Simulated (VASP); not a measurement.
# ZnS (F-43m) in VASP: a series of runs

The runs below take ZnS through elastic constants, with PBEsol.

Everything below comes from runs of VASP 6.6.1. Logs are shortened: lines on timing, memory, paths and dates and some standing lists are left out, and cuts for length are marked.

## Step 1: The cell of the first run

Symmetry: F-43m, No. 216, cubic system. The conventional cell has a = 5.114 Å, b = 5.114 Å, c = 5.114 Å, α = 90.00°, β = 90.00°, γ = 90.00°. Within 2.9 Å of Zn (site symmetry -43m) lie 4 S at 2.21 Å. S (site symmetry -43m) has 4 Zn at 2.21 Å within 2.9 Å.

## Step 2: Elastic constants, PBEsol

INCAR

```
SYSTEM = ZnS
PREC = Accurate
ENCUT = 600
EDIFF = 1E-8
ISMEAR = 0
SIGMA = 0.01
LREAL = .FALSE.
LASPH = .TRUE.
NELM = 100
ALGO = Normal
ISIF = 3
LWAVE = .FALSE.
LCHARG = .FALSE.
GGA = PS
IBRION = 6
NFREE = 2
POTIM = 0.015
NSW = 1
```

KPOINTS

```
regular mesh
0
G
  8 8 8
  0 0 0
```

POSCAR

```
ZnS
1.0
    0.0000000000      2.5568124140      2.5568124140
    2.5568124140      0.0000000000      2.5568124140
    2.5568124140      2.5568124140      0.0000000000
Zn S
1 1
Direct
    0.7500000000      0.7500000000      0.7500000000
    0.0000000000      0.0000000000      0.0000000000
```

Potentials or basis: VASP PAW PBE potentials, release 64 (Zn, S).

Started as:

```console
$ cat potpaw_PBE.64/Zn/POTCAR potpaw_PBE.64/S/POTCAR > POTCAR
$ mpirun -np 1 vasp_std > vasp.out
```

OUTCAR:

```text
SYSTEM = ZnS
   PREC = Accurate
   ENCUT = 600
   EDIFF = 1E-8
   ISMEAR = 0
   LREAL = .FALSE.
   LASPH = .TRUE.
   NELM = 100
   ISIF = 3
   GGA = PS
   IBRION = 6
   NFREE = 2
   POTIM = 0.015
   NSW = 1

 ion  position               nearest neighbor table
   1  0.750  0.750  0.750-   2 2.21   2 2.21   2 2.21   2 2.21
   2  0.000  0.000  0.000-   1 2.21   1 2.21   1 2.21   1 2.21

  LATTYP: Found a face centered cubic cell.
 ALAT       =     5.1136248280

  Lattice vectors:

 A1 = (   0.0000000000,   2.5568124140,   2.5568124140)
 A2 = (   2.5568124140,   0.0000000000,   2.5568124140)
 A3 = (   2.5568124140,   2.5568124140,   0.0000000000)

Analysis of symmetry for initial positions (statically):
=====================================================================
 Subroutine PRICEL returns:
 Original cell was already a primitive cell.

 Routine SETGRP: Setting up the symmetry group for a
 face centered cubic supercell.

 Subroutine GETGRP returns: Found 24 space group operations
 (whereof 24 operations were pure point group operations)
 out of a pool of 48 trial point group operations.

The static configuration has the point symmetry T_d .

Analysis of symmetry for dynamics (positions and initial velocities):
=====================================================================
 Subroutine PRICEL returns:
 Original cell was already a primitive cell.

 Routine SETGRP: Setting up the symmetry group for a
 face centered cubic supercell.

 Subroutine GETGRP returns: Found 24 space group operations
 (whereof 24 operations were pure point group operations)
 out of a pool of 48 trial point group operations.

The dynamic configuration has the point symmetry T_d .

 Subroutine INISYM returns: Found 24 space group operations
 (whereof 24 operations are pure point group operations),
 and found     1 'primitive' translations

----------------------------------------------------------------------------------------

                                     Primitive cell

  volume of cell :      33.4292

  direct lattice vectors                    reciprocal lattice vectors
     0.000000000  2.556812414  2.556812414    -0.195555997  0.195555997  0.195555997
     2.556812414  0.000000000  2.556812414     0.195555997 -0.195555997  0.195555997
     2.556812414  2.556812414  0.000000000     0.195555997  0.195555997 -0.195555997

  length of vectors
     3.615878792  3.615878792  3.615878792     0.338712922  0.338712922  0.338712922

  position of ions in fractional coordinates (direct lattice)
     0.750000000  0.750000000  0.750000000
     0.000000000  0.000000000  0.000000000

  ion indices of the primitive-cell ions
   primitive index   ion index
                 1           1
                 2           2

----------------------------------------------------------------------------------------

 KPOINTS: regular mesh

Automatic generation of k-mesh.
 Grid dimensions read from file:
 generate k-points for:    8    8    8

 Generating k-lattice:

  Cartesian coordinates                     Fractional coordinates (reciprocal lattice)
    -0.024444500  0.024444500  0.024444500     0.125000000  0.000000000  0.000000000
     0.024444500 -0.024444500  0.024444500     0.000000000  0.125000000  0.000000000
     0.024444500  0.024444500 -0.024444500     0.000000000  0.000000000  0.125000000

[... 107 lines left out ...]

------------------------ aborting loop because EDIFF is reached ----------------------------------------

  FORCE on cell =-STRESS in cart. coord.  units (eV):
  Direction    XX          YY          ZZ          XY          YZ          ZX
  --------------------------------------------------------------------------------------
  -------------------------------------------------------------------------------------
  Total        3.1878066      3.1878066      3.1878066     -0.0000000      0.0000000      0.0000000
  in kB      152.7833246    152.7833246    152.7833246     -0.0000000      0.0000000      0.0000000
  external PRESSURE =     152.7833246 kB  Pullay stress =       0.0000000 kB
[... 89 lines left out ...]
  FREE ENERGIE OF THE ION-ELECTRON SYSTEM (eV)
  ---------------------------------------------------
  free  energy   TOTEN  =        -7.3225563555 eV

  energy  without entropy=       -7.3225563555  energy(sigma->0) =       -7.32255636

[... ionic steps 4 to 14 ...]

--------------------------------------- Ionic step       15  -------------------------------------------

 number of electron      18.0000007 magnetization

------------------------ aborting loop because EDIFF is reached ----------------------------------------
[... 67 lines left out ...]
--------------------------------------- Ionic step       17  -------------------------------------------

 number of electron      18.0000010 magnetization

 Free energy of the ion-electron system (eV)
  ---------------------------------------------------
  ext. energy  EPLUGINS =         0.00000000
  ---------------------------------------------------
  free energy    TOTEN  =        -7.37314471 eV

  energy without entropy =       -7.37314471  energy(sigma->0) =       -7.37314471

 E-fermi :   3.8313     XC(G=0): -10.6482

 val. band max:        3.7347778912   @ k =   0.0000   0.0000   0.0000
 cond. band min:       6.4494336686   @ k =   0.0000   0.0000   0.0000
 fundamental gap:      2.7146557774
 Fermi energy:         3.8312929411

 k-point     1 :       0.0000    0.0000    0.0000
  band No.  band energies     occupation
      1     -10.7445      2.00000
      2      -3.5005      2.00000
      3      -3.4844      2.00000
      4      -3.4680      2.00000
      5      -2.7710      2.00000
      6      -2.7707      2.00000
      7       3.7120      2.00000
      8       3.7244      2.00000
      9       3.7348      2.00000
     10       6.4494      0.00000
     11       9.8446      0.00000
     12       9.8505      0.00000
     13       9.8580      0.00000
[... 354 lines left out ...]
  band No.  band energies     occupation
      1      -9.2410      2.00000
      2      -3.3389      2.00000
      3      -3.2321      2.00000
      4      -2.9295      2.00000
      5      -2.7626      2.00000
      6      -2.4505      2.00000
      7      -2.1851      2.00000
      8       0.7422      2.00000
      9       1.7921      2.00000
     10       8.9422      0.00000
     11       9.3456      0.00000
     12      11.8100      0.00000
     13      13.0508      0.00000

 [... further k-points ...]
[... 5 lines left out ...]
  --------------------------------------------------------------------------------------
  -------------------------------------------------------------------------------------
  Total        3.1880740      3.1920690      3.1920690      0.0000000      0.1870586      0.0000000
  in kB      152.7961386    152.9876097    152.9876097      0.0000000      8.9652347      0.0000000
  external PRESSURE =     152.9237860 kB  Pullay stress =       0.0000000 kB
[... 17 lines left out ...]
  FREE ENERGIE OF THE ION-ELECTRON SYSTEM (eV)
  ---------------------------------------------------
  free  energy   TOTEN  =        -7.3731447091 eV

  energy  without entropy=       -7.3731447091  energy(sigma->0) =       -7.37314471

 INTERNAL STRAIN TENSORS FROM STRAINED CELLS
 ============================================

 INTERNAL STRAIN TENSOR FOR ION    1 for displacements in x,y,z  (eV/Angst):
          X           Y           Z          XY          YZ          ZX
  --------------------------------------------------------------------------------
  x     0.00000    -0.00000    -0.00000    -0.00000    12.47574     0.00000
  y     0.00000    -0.00000    -0.00000    -0.00000     0.00000    12.47647
  z     0.00000    -0.00000     0.00000    12.47530     0.00000     0.00000

 INTERNAL STRAIN TENSORS FROM DISPLACED ATOMS
 ============================================

 INTERNAL STRAIN TENSOR FOR ION    1 for displacements in x,y,z  (eV/Angst):
          X           Y           Z          XY          YZ          ZX
  --------------------------------------------------------------------------------
  x     0.00000     0.00000     0.00000     0.00000    12.47112     0.00000
  y     0.00000     0.00000     0.00000     0.00000     0.00000    12.47112
  z     0.00000     0.00000     0.00000    12.47112     0.00000     0.00000

 INTERNAL STRAIN TENSOR FOR ION    2 for displacements in x,y,z  (eV/Angst):
          X           Y           Z          XY          YZ          ZX
  --------------------------------------------------------------------------------
  x     0.00000     0.00000     0.00000     0.00000   -12.47143     0.00000
  y     0.00000     0.00000     0.00000     0.00000     0.00000   -12.47143
  z     0.00000     0.00000     0.00000   -12.47143     0.00000     0.00000

 Eigenvectors and eigenvalues of the dynamical matrix
 ----------------------------------------------------

   1 f  =   10.553342 THz    66.308602 2PiTHz  352.021593 cm-1    43.645095 meV
             X         Y         Z           dx          dy          dz
      3.835219  3.835219  3.835219     0.061959    0.549359   -0.154977
      0.000000  0.000000  0.000000    -0.088355   -0.783391    0.220999
[... 21 lines left out ...]
   6 f/i=    0.006974 THz     0.043818 2PiTHz    0.232622 cm-1     0.028841 meV
             X         Y         Z           dx          dy          dz
      3.835219  3.835219  3.835219     0.235389    0.039979   -0.783161
      0.000000  0.000000  0.000000     0.165068    0.028035   -0.549198

--------------------------------------------------------------------------------------------------------

 ELASTIC MODULI CONTR FROM IONIC RELAXATION (kBar)
 Direction    XX          YY          ZZ          XY          YZ          ZX
 --------------------------------------------------------------------------------
 XX          -0.0000      0.0000      0.0000     -0.0000      0.0000     -0.0000
 YY           0.0000     -0.0000      0.0000      0.0000     -0.0000      0.0000
 ZZ           0.0000      0.0000     -0.0000      0.0000     -0.0000     -0.0000
 XY          -0.0000      0.0000      0.0000   -759.9250      0.0000      0.0000
 YZ           0.0000     -0.0000     -0.0000      0.0000   -759.9250      0.0000
 ZX          -0.0000      0.0000     -0.0000      0.0000      0.0000   -759.9250
 --------------------------------------------------------------------------------

 TOTAL ELASTIC MODULI (kBar)
 Direction    XX          YY          ZZ          XY          YZ          ZX
 --------------------------------------------------------------------------------
 XX        1481.0266   1157.2487   1157.2487     -0.0000      0.0000     -0.0000
 YY        1157.2487   1481.0266   1157.2487      0.0000      0.0000     -0.0000
 ZZ        1157.2487   1157.2487   1481.0266      0.0000     -0.0000     -0.0000
 XY          -0.0000      0.0000      0.0000    444.1084      0.0000      0.0000
 YZ           0.0000      0.0000     -0.0000      0.0000    444.1084      0.0000
 ZX          -0.0000     -0.0000     -0.0000      0.0000      0.0000    444.1084
 --------------------------------------------------------------------------------
```

Wall time 6.9 min (1 thread of AMD EPYC 9R45 (Zen 5), shared host); peak memory 0.26 GiB.

What came out:

```yaml
Elastic_constants_C11_C12_C44: 148, 116, 44 GPa
Voigt_bulk_modulus: 127 GPa
Highest_phonon_frequency_at_Γ_LO-TO_splitting_left_out: 352 cm⁻¹
```

Phonon frequencies in cm⁻¹ (negative: imaginary):
```
              q point        frequencies
(0.000, 0.000, 0.000)  0 0 0 352 352 352
```

Elastic tensor in Voigt notation (GPa, in the Cartesian axes of the cell as first typed):
```
148 116 116   0   0   0
116 148 116   0   0   0
116 116 148   0   0   0
  0   0   0  44   0   0
  0   0   0   0  44   0
  0   0   0   0   0  44
```

Clamped-ion elastic tensor (GPa):
```
148 116 116   0   0   0
116 148 116   0   0   0
116 116 148   0   0   0
  0   0   0 120   0   0
  0   0   0   0 120   0
  0   0   0   0   0 120
```

Caveat: the cell is under stress, which shifts elastic constants; the PAW data sets were made with another functional, which shifts forces and pressure a little.

## Step 3: Elastic constants, PBEsol

This run uses another cell than the first one, of 17.37 Å³/atom.

INCAR

```
SYSTEM = ZnS
PREC = Accurate ; ENCUT = 600
EDIFF = 1E-8 ; ISMEAR = 0
SIGMA = 0.01 ; LREAL = .False.
LASPH = .True. ; NELM = 80
ALGO = Normal ; ISIF = 3
LWAVE = .False. ; LCHARG = .False.
GGA = PS ; IBRION = 6
NFREE = 2 ; POTIM = 0.015
NSW = 1
```

KPOINTS

```
regular mesh
0
Gamma
  8 8 8
  0 0 0
```

POSCAR

```
ZnS
1.0
    0.0000000000      2.5896985890      2.5896985890
    2.5896985890      0.0000000000      2.5896985890
    2.5896985890      2.5896985890      0.0000000000
Zn S
1 1
Direct
    0.7500000000      0.7500000000      0.7500000000
    0.0000000000      0.0000000000      0.0000000000
```

Potentials or basis: VASP PAW PBE potentials, release 64 (Zn, S).

Started as:

```console
$ cat potpaw_PBE.64/Zn/POTCAR potpaw_PBE.64/S/POTCAR > POTCAR
$ mpirun -np 1 vasp_std > vasp.out
```

Wall time 6.9 min (1 thread of AMD EPYC 9R45 (Zen 5), shared host); peak memory 0.27 GiB.

The run converged. Its results:

| Item | Value |
| --- | --- |
| Elastic constants C11, C12, C44 | 136, 100, 47 GPa |
| Voigt bulk modulus | 112 GPa |
| Highest phonon frequency at Γ, LO-TO splitting left out | 331 cm⁻¹ |

Phonon frequencies in cm⁻¹ (negative: imaginary):
```
              q point        frequencies
(0.000, 0.000, 0.000)  0 0 0 331 331 331
```

Elastic tensor in Voigt notation (GPa, in the Cartesian axes of the cell as first typed):
```
136 100 100   0   0   0
100 136 100   0   0   0
100 100 136   0   0   0
  0   0   0  47   0   0
  0   0   0   0  47   0
  0   0   0   0   0  47
```

Clamped-ion elastic tensor (GPa):
```
136 100 100   0   0   0
100 136 100   0   0   0
100 100 136   0   0   0
  0   0   0 106   0   0
  0   0   0   0 106   0
  0   0   0   0   0 106
```

Caveat: the cell is under stress, which shifts elastic constants; the PAW data sets were made with another functional, which shifts forces and pressure a little.
